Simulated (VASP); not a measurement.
**Al: relaxation of cell and atoms with PBEsol**

Al:

```
Al
1.0
     2.81246    0.00000    0.00000
    -1.40623    2.43566    0.00000
     0.00000    0.00000    4.86685
Al
2
Direct
  0.33333 0.66667 0.25000
  0.66667 0.33333 0.75000
```

| Quantity | Value |
| --- | --- |
| Program | VASP 6.6.1 |
| Task | relaxation of cell and atoms |
| Functional | PBEsol |
| Potentials or basis | VASP PAW PBE potentials, release 64 (Al) |
| Cutoff | 600 eV |
| k mesh | 11 × 11 × 6 |
| Occupations | fermi-dirac, width 0.05 eV |
| Spin | no spin polarisation |
| Target pressure | 20 GPa |
| Dipole correction | no |
| Further INCAR settings | ALGO = Normal; EDIFF = 1e-07; IBRION = 2; EDIFFG = -0.005; NSW = 80; ISIF = 3 |

```json
{"Relaxed volume": "13.74 Å³/atom", "Relaxed cell": "a = 2.681 Å, b = 2.681 Å, c = 4.414 Å, α = 90.00°, β = 90.00°, γ = 120.00°", "Space group after relaxing (to 0.05 Å)": "P6_3/mmc (No. 194)", "Energy change on relaxing (the enthalpy is what falls)": "+127.9 meV/atom", "Ionic steps": "11", "Pressure after relaxing": "20.0 GPa", "Band gap on the k mesh": "zero (band 3 reaches 14.28 eV, above the bottom of band 4 at 6.73 eV)"}
```

The path:
```tsv
step	energy change (eV)	largest force (eV/Å)	pressure (GPa)	volume (Å³)
1	0.0000	0.0000	-1.28	33.34
2	1.0462	0.0000	50.08	23.75
3	0.2653	0.0000	19.89	27.56
4	0.2787	0.0000	20.50	27.45
5	0.2659	0.0000	20.52	27.41
6	0.2663	0.0000	20.51	27.40
7	0.2687	0.0000	20.48	27.39
8	0.2669	0.0000	20.50	27.40
9	0.2667	0.0000	20.50	27.40
10	0.2461	0.0000	19.56	27.56
11	0.2558	0.0000	20.00	27.48
```

Final structure:
```
Al
1.0
     2.68139    0.00000    0.00000
    -1.34069    2.32215    0.00000
     0.00000    0.00000    4.41402
Al
2
Cartesian
  0.0000 1.5481 1.1035
  1.3407 0.7740 3.3105
```

Levels at points of the mesh, in eV from the Fermi level:
```csv
k point,band 1,band 2,band 3,band 4,band 5,band 6,band 7
"(0.00, 0.00, 0.00)",-12.50,-5.44,-4.79,12.07,12.07,12.24,12.90
"(0.00, 0.00, 0.50)",-10.61,-10.61,3.61,3.61,12.97,12.97,12.97
```

Wall time 76 s on 1 thread of Intel(R) Xeon(R) Platinum 8259CL CPU @ 2.50GHz (Skylake/Cascade Lake), on a shared host, peak memory 0.16 GiB.

Caveat: the cell is relaxed towards a set pressure, so the enthalpy falls and the energy may rise; the volume moved by over 15 % at a fixed basis, so the end points are rough; the PAW data sets were made with another functional, which shifts forces and pressure a little.
